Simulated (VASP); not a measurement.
Write the native input for VASP 6.6.1 that does the following.

```yaml
Task: single point
Functional: PBE
Dispersion: D3(BJ)
Potentials_or_basis: VASP PAW PBE potentials, release 64 (Be, Te, S)
Cutoff: 520 eV
k_mesh: 12 × 12 × 4
Occupations: gaussian, width 0.1 eV
Spin: no spin polarisation
Dipole_correction: no
Further_INCAR_settings: ALGO = Normal; EDIFF = 1e-07; NBANDS = 19
```

The structure of Be2TeS2 lies in POSCAR:

```
Be2TeS2
1.0
    3.2930491039      0.0000000000      0.0000000000
    0.0000000000      3.2930491039      0.0000000000
    0.0000000000      0.0000000000      9.8589184336
Be Te S
2 1 2
Direct
    0.0000000000      0.0000000000      0.0000000000
    0.5000000000      0.5000000000      0.0000000000
    0.0000000000      0.0000000000      0.5000000000
    0.5000000000      0.0000000000      0.8711814139
    0.0000000000      0.5000000000      0.1288185861
```

The input as run:

INCAR

```
PREC = Accurate
ENCUT = 520
EDIFF = 1E-7
ISMEAR = 0
SIGMA = 0.1
LREAL = F
LASPH = T
NELM = 100
ALGO = Normal
ISIF = 2
LWAVE = F
LCHARG = T
GGA = PE
IVDW = 12
LELF = T
LVHAR = T
NBANDS = 19
```

KPOINTS

```
regular mesh
0
Gamma
  12 12 4
```

Potentials or basis: VASP PAW PBE potentials, release 64 (Be, Te, S).

Run with:

```console
$ cat potpaw_PBE.64/Be/POTCAR potpaw_PBE.64/Te/POTCAR potpaw_PBE.64/S/POTCAR > POTCAR
$ mpirun -np 1 vasp_std > vasp.out
```

It gave:

```json
{
  "Pressure": "-0.1 GPa",
  "Largest force": "0.007 eV/Å",
  "Band gap on the k mesh": "zero (band 11 reaches 5.61 eV, above the bottom of band 12 at 2.66 eV)",
  "Dispersion energy per atom": "-0.281 eV"
}
```

Caveat: spin-orbit coupling is left out, which moves the levels of the heavy elements.

Run time: 2.4 min on 1 thread of AMD EPYC 7R43 64-Core Processor (Zen 3) (shared host), peak memory 0.28 GiB.
